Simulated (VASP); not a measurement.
Crystal: HgTe (Coloradoite).

```
Hg Te
1.0
     0.00000    3.27755    3.27755
     3.27755    0.00000    3.27755
     3.27755    3.27755    0.00000
Hg Te
1 1
Direct
  0.00000 0.00000 0.00000
  0.75000 0.75000 0.75000
```

Base run:

| Quantity | Value |
| --- | --- |
| Program | VASP 6.6.1 |
| Functional | PBEsol |
| Dispersion | D3(BJ) |
| Potentials or basis | VASP PAW PBE potentials, release 64 (Hg, Te) |
| Cutoff | 520 eV |
| k mesh | 7 × 7 × 7 |
| Occupations | fermi-dirac, width 0.05 eV |
| Spin | no spin polarisation |

Its results: band gap on the k mesh zero (filled and empty bands touch); pressure -2.3 GPa.

Question: The run is repeated on the same cell with these changes: functional from PBEsol to r2SCAN. What comes out?

Answer: Band gap on the k mesh zero (filled and empty bands touch); pressure -0.4 GPa.

Caveats: the PAW data sets were made with another functional, which shifts forces and pressure a little; spin-orbit coupling is left out, which moves the levels of the heavy elements; pairwise dispersion overbinds metals, which lowers pressure and volume.
